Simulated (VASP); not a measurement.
Gd6N:

```
Gd N
1.0
     6.00746    0.00000    0.00000
    -3.00373    5.20261    0.00000
     0.00000    0.00000    5.51355
Gd N
6 1
Cartesian
  0.9120 1.5795 1.4682
  -2.0918 3.6231 1.4682
  4.1835 0.0000 1.4682
  -0.9120 1.5795 4.0454
  1.8239 0.0000 4.0454
  2.0918 3.6231 4.0454
  0.0000 0.0000 2.7568
```

The cell was generated, and may not be a known phase.

| Item | Value |
| --- | --- |
| Program | VASP 6.6.1 |
| Task | relaxation of cell and atoms |
| Functional | PBE |
| Potentials or basis | VASP PAW PBE potentials, release 64 (Gd, N) |
| Cutoff | 600 eV |
| k mesh | 3 × 3 × 3 |
| Occupations | gaussian, width 0.2 eV |
| Spin | collinear spin, ferromagnetic start |
| Starting moments | [7.0, 7.0, 7.0, 7.0, 7.0, 7.0, 0.0] μB |

At the start: pressure 14.5 GPa; volume 24.62 Å³/atom.

How do energy, volume and symmetry change on relaxing?

Over 4 steps the energy falls by 256.7 meV/atom and the volume is 29.31 Å³/atom (+19.1 %); space group P-31m (No. 162, to 0.1 Å) before and after; moment 46.22 μB per cell.

Step by step:
| step | energy change (eV) | largest force (eV/Å) | pressure (GPa) | volume (Å³) |
| --- | --- | --- | --- | --- |
| 1 | 0.0000 | 2.5438 | 14.53 | 172.32 |
| 2 | -1.0369 | 0.8418 | -5.90 | 234.21 |
| 3 | -1.7963 | 0.0470 | -0.33 | 205.88 |
| 4 | -1.7971 | 0.0661 | -0.18 | 205.17 |

Final structure:
```cif
data_structure
_symmetry_space_group_name_H-M 'P 1'
_symmetry_Int_Tables_number 1
_cell_length_a 6.3670
_cell_length_b 6.3670
_cell_length_c 5.8440
_cell_angle_alpha 90.000
_cell_angle_beta 90.000
_cell_angle_gamma 120.000
_cell_volume 205.17
loop_
_atom_site_label
_atom_site_type_symbol
_atom_site_fract_x
_atom_site_fract_y
_atom_site_fract_z
_atom_site_occupancy
Gd1 Gd 0.31443 0.31443 0.26009 1
Gd2 Gd 0.00000 0.68557 0.26009 1
Gd3 Gd 0.68557 0.00000 0.26009 1
Gd4 Gd 0.00000 0.31443 0.73991 1
Gd5 Gd 0.31443 0.00000 0.73991 1
Gd6 Gd 0.68557 0.68557 0.73991 1
N1 N 0.00000 0.00000 0.50000 1
```

Caveat: the k points lie up to 0.38 Å⁻¹ apart in the final cell; the volume moved by over 15 % at a fixed basis, so the end points are rough; semilocal functionals describe open f shells poorly, which spoils levels, moments and volumes; the relaxation stopped at a loose force limit of 0.08 eV/Å, so its end isn't a converged minimum.
